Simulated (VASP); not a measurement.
**Sn2Ge: relaxation of cell and atoms with PBE**

Sn2Ge:

```
Sn Ge
1.0
     0.00000    2.51157    6.71179
     2.23726    0.00000    6.71179
     2.23726    2.51157    0.00000
Sn Ge
2 1
Direct
  0.83333 0.83333 0.16667
  0.16667 0.16667 0.83333
  0.50000 0.50000 0.50000
```

| Item | Value |
| --- | --- |
| Program | VASP 6.6.1 |
| Task | relaxation of cell and atoms |
| Functional | PBE |
| Potentials or basis | VASP PAW PBE potentials, release 64 (Sn_d, Ge_d) |
| Cutoff | 600 eV |
| k mesh | 6 × 6 × 6 |
| Occupations | gaussian, width 0.1 eV |
| Spin | no spin polarisation |
| Dipole correction | no |
| Further INCAR settings | ALGO = Fast; EDIFF = 1e-07; IBRION = 2; EDIFFG = -0.04; NSW = 90; ISIF = 3 |

```json
{
  "Relaxed volume": "25.12 Å³/atom",
  "Relaxed cell": "a = 6.892 Å, b = 6.773 Å, c = 3.453 Å, α = 77.28°, β = 73.46°, γ = 29.25°",
  "Space group after relaxing (to 0.1 Å)": "Fmmm (No. 69)",
  "Energy gained by relaxing": "59.5 meV/atom",
  "Ionic steps": "12",
  "Pressure after relaxing": "-0.1 GPa",
  "Largest force after relaxing": "0.023 eV/Å"
}
```

Forces on the atoms (eV/Å):
```
Sn   0.000  0.000  0.023
Sn   0.000  0.000 -0.023
Ge   0.000  0.000  0.000
```

Stress tensor (GPa, compression positive):
```
 0.08  0.00  0.00
 0.00 -0.12  0.00
 0.00  0.00 -0.17
```

Step by step:
```
step  energy change (eV)  largest force (eV/Å)  pressure (GPa)  volume (Å³)
   1              0.0000                0.7240            0.60        75.43
   2             -0.0719                0.5664           -0.45        76.44
   3             -0.1352                0.1979           -2.36        78.97
   4             -0.1382                0.2728           -2.09        78.46
   5             -0.1685                0.0585            0.41        74.68
   6             -0.1696                0.0922           -0.03        75.25
   7             -0.1760                0.0593            0.12        75.04
   8             -0.1771                0.0439            0.22        74.92
   9             -0.1771                0.0427            0.23        74.91
  10             -0.1778                0.0377           -0.12        75.40
  11             -0.1779                0.0365           -0.13        75.47
  12             -0.1785                0.0232           -0.07        75.37
```

Final structure:
```yaml
crystal:
  lattice:
    - [0.00000, 2.60279, 6.38187]
    - [2.26880, 0.00000, 6.38187]
    - [2.26880, 2.60279, 0.00000]
  atoms:
    - { symbol: Sn, position: [0.84590, 0.84590, 0.15410] }
    - { symbol: Sn, position: [0.15410, 0.15410, 0.84590] }
    - { symbol: Ge, position: [0.50000, 0.50000, 0.50000] }
```

Levels at points of the mesh, in eV from the Fermi level:
```csv
k point,band 19,band 20,band 21,band 22,band 23,band 24
"(0.00, 0.00, 0.00)",0.95,1.23,1.77,2.02,2.41,3.32
"(0.50, 0.00, 0.00)",-4.63,-1.88,-1.60,2.73,2.86,3.66
"(0.50, 0.50, 0.00)",-2.64,0.42,1.56,3.68,4.69,5.02
"(0.50, 0.00, 0.50)",-4.23,-2.84,-1.97,-0.84,-0.51,-0.50
"(0.00, 0.50, 0.50)",-3.78,-3.53,-3.11,0.31,0.50,0.88
```

It took 31 min on 1 thread of AMD EPYC 7R13 Processor (Zen 3), on a shared host, peak memory 0.37 GiB.

Caveat: the highest band is partly filled, so the run has too few bands; spin-orbit coupling is left out, which moves the levels of the heavy elements.
